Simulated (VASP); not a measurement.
Nb: single point with PBE

Crystal: Nb.

```
Nb
1.0
    -1.65556    1.65556    1.65556
     1.65556   -1.65556    1.65556
     1.65556    1.65556   -1.65556
Nb
1
Direct
  0.00000 0.00000 0.00000
```

```
Program                 : VASP 6.6.1
Task                    : single point
Functional              : PBE
Potentials or basis     : VASP PAW PBE potentials, release 64 (Nb_sv)
Cutoff                  : 520 eV
k mesh                  : 18 × 18 × 18
Occupations             : gaussian, width 0.1 eV
Spin                    : no spin polarisation
Dipole correction       : no
k mesh for the DOS      : 27 × 27 × 27
Occupations for the DOS : tetrahedron
Further INCAR settings  : ALGO = Normal; EDIFF = 1e-06; NBANDS = 12
```

```json
{"Valence electrons inside the program's atomic spheres": "Nb 10.71"}
```

Levels at points of the mesh, in eV from the Fermi level:
| k point | band 3 | band 4 | band 5 | band 6 | band 7 | band 8 | band 9 | band 10 |
| --- | --- | --- | --- | --- | --- | --- | --- | --- |
| (0.00, 0.00, 0.00) | -29.68 | -29.68 | -5.92 | 0.38 | 0.38 | 0.38 | 3.26 | 3.26 |

Run time: 2.8 min on 1 thread of Intel Xeon 8259CL, on a shared host, peak memory 0.28 GiB.
